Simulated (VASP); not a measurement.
Wanted: the native input for a VASP 6.6.1 run.

```
Task                   : single point
Functional             : PBE
Potentials or basis    : VASP PAW PBE potentials, release 64 (Pt)
Cutoff                 : 400 eV
k mesh                 : 6 × 6 × 1
Occupations            : gaussian, width 0.1 eV
Spin                   : no spin polarisation
Dipole correction      : yes
Further INCAR settings : ALGO = Normal; EDIFF = 1e-06; NBANDS = 88; NELMDL = -8
```

The structure of Pt lies in POSCAR:

```
Pt
1.0
    5.5377774595      0.0000000058      0.0000000000
   -2.7688887348      4.7958559575      0.0000000000
    0.0000000000      0.0000000000     23.7823646699
Pt
15
Direct
    0.3333333333      0.1666666667      0.3574076892
    0.3333333333      0.6666666667      0.3574076892
    0.8333333333      0.1666666667      0.3574076892
    0.8333333333      0.6666666667      0.3574076892
    0.1666666667      0.3333333333      0.4524692332
    0.1666666667      0.8333333333      0.4524692332
    0.6666666667      0.3333333333      0.4524692332
    0.6666666667      0.8333333333      0.4524692332
    0.0051741686      0.0025870843      0.5504374319
    0.0000000000      0.5000000000      0.5488553112
    0.4974129157      0.0025870843      0.5504374319
    0.4974129157      0.4948258314      0.5504374319
    0.3328593002      0.6664296501      0.6430320744
    0.8335703499      0.1671406998      0.6430320744
    0.8335703499      0.6664296501      0.6430320744
```

This cell differs from its parent crystal: atoms taken out, then relaxed in part.

The input as run:

INCAR

```
SYSTEM = Pt
  ALGO = Normal
  DIPOL = 0.5 0.5 0.491
  EDIFF = 1E-6
  ENCUT = 400
  GGA = PE
  GGA_COMPAT = .False.
  IDIPOL = 3
  ISIF = 2
  ISMEAR = 0
  LASPH = .True.
  LCHARG = .True.
  LDIPOL = .True.
  LELF = .True.
  LREAL = .False.
  LVACPOTAV = .True.
  LVHAR = .True.
  LWAVE = .False.
  NBANDS = 88
  NELM = 120
  NELMDL = -8
  PREC = Accurate
  SIGMA = 0.1
```

KPOINTS

```
k-points
0
Gamma
  6 6 1
  0 0 0
```

Potentials or basis: VASP PAW PBE potentials, release 64 (Pt).

Launch:

```sh
$ cat potpaw_PBE.64/Pt/POTCAR > POTCAR
$ mpirun -np 1 vasp_std > vasp.out
```

Results of the run:

| Property | Result |
| --- | --- |
| Largest force | 0.710 eV/Å |
| Band gap on the k mesh | zero (bands 75 and 76 overlap by 0.63 eV) |

Caveat: the cell differs from its parent crystal (atoms taken out, then relaxed in part); spin-orbit coupling is left out, which moves the levels of the heavy elements.

It took 18 min on 1 thread of Intel(R) Xeon(R) Platinum 8259CL CPU @ 2.50GHz (Skylake/Cascade Lake), on a shared host, peak memory 0.54 GiB.
